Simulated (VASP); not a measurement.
Wanted: the native input for a VASP 6.6.1 run.

```yaml
Task: relaxation of cell and atoms
Functional: PBE
Potentials_or_basis: VASP PAW PBE potentials, release 64 (Ti_sv, C)
Cutoff: 600 eV
k_mesh: 12 × 12 × 10
Occupations: gaussian, width 0.1 eV
Spin: no spin polarisation
Dipole_correction: no
Further_INCAR_settings: ALGO = Normal; EDIFF = 1e-06; IBRION = 2; EDIFFG = -0.01; NSW = 100; ISIF = 3
```

The structure of Ti4C lies in POSCAR:

```
Ti4C
1.0
    4.9541689658      0.0000000000      0.0000000000
   -2.4770844829      4.2904361790      0.0000000000
    0.0000000000      0.0000000000      3.9086376132
Ti C
4 1
Direct
    0.5000000000      0.0000000000      0.5000000000
    0.0000000000      0.5000000000      0.5000000000
    0.5000000000      0.5000000000      0.5000000000
    0.0000000000      0.0000000000      0.0000000000
    0.0000000000      0.0000000000      0.5000000000
```

The cell was generated, and may not be a known phase.

The input as run:

INCAR

```
  PREC = Accurate
  ENCUT = 600
  EDIFF = 1E-6
  ISMEAR = 0
  SIGMA = 0.1
  LREAL = F
  LASPH = T
  NELM = 80
  ALGO = Normal
  ISIF = 3
  LWAVE = F
  LCHARG = F
  GGA = PE
  IBRION = 2
  NSW = 100
  EDIFFG = -0.01
```

KPOINTS

```
regular mesh
0
Gamma
  12 12 10
```

Potentials or basis: VASP PAW PBE potentials, release 64 (Ti_sv, C).

The run is started by

```sh
$ cat potpaw_PBE.64/Ti_sv/POTCAR potpaw_PBE.64/C/POTCAR > POTCAR
$ mpirun -np 1 vasp_std > vasp.out
```

It gave:

```json
{
 "Relaxed volume": "16.57 Å³/atom",
 "Relaxed cell": "a = 4.940 Å, b = 4.940 Å, c = 3.919 Å, α = 90.00°, β = 90.00°, γ = 120.00°",
 "Space group after relaxing (to 0.1 Å)": "P6/mmm (No. 191)",
 "Energy gained by relaxing": "0.3 meV/atom",
 "Ionic steps": "6",
 "Pressure after relaxing": "0.0 GPa",
 "Band gap on the k mesh": "zero (bands 26 and 27 overlap by 0.99 eV)"
}
```

Run time: 8.8 min on 1 thread of Intel(R) Xeon(R) 6975P-C (Granite Rapids) (shared host), peak memory 0.43 GiB.
